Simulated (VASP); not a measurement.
Wanted: the native input for a VASP 6.6.1 run.

* Task: single point
* Functional: PBE
* Potentials or basis: VASP PAW PBE potentials, release 64 (Ge_d)
* Cutoff: 520 eV
* k mesh: 16 × 16 × 9
* Occupations: fermi-dirac, width 0.05 eV
* Spin: no spin polarisation
* Dipole correction: no
* Further INCAR settings: ALGO = Normal; EDIFF = 1e-07; NBANDS = 21

The structure of Ge lies in POSCAR:

```
Ge
1.0
    3.0036996265      0.0000000000      0.0000000000
   -1.5018498132      2.6012801819      0.0000000000
    0.0000000000      0.0000000000      4.9289054829
Ge
2
Direct
    0.3333333333      0.6666666667      0.2500000000
    0.6666666667      0.3333333333      0.7500000000
```

The input as run:

INCAR

```
PREC = Accurate
ENCUT = 520
EDIFF = 1E-7
ISMEAR = -1
SIGMA = 0.05
LREAL = False
LASPH = True
NELM = 100
ALGO = Normal
ISIF = 2
LWAVE = False
LCHARG = False
GGA = PE
NBANDS = 21
```

KPOINTS

```
regular mesh
0
Gamma
  16 16 9
```

Potentials or basis: VASP PAW PBE potentials, release 64 (Ge_d).

Command:

```sh
$ cat potpaw_PBE.64/Ge_d/POTCAR > POTCAR
$ mpirun -np 1 vasp_std > vasp.out
```

It gave:

```
Pressure               : 0.1 GPa
Band gap on the k mesh : zero (band 14 reaches 13.35 eV, above the bottom of band 15 at 4.17 eV)
```

It took 110 s on 1 thread of Intel(R) Xeon(R) Platinum 8259CL CPU @ 2.50GHz (Skylake/Cascade Lake), with other jobs on the host, peak memory 0.22 GiB.
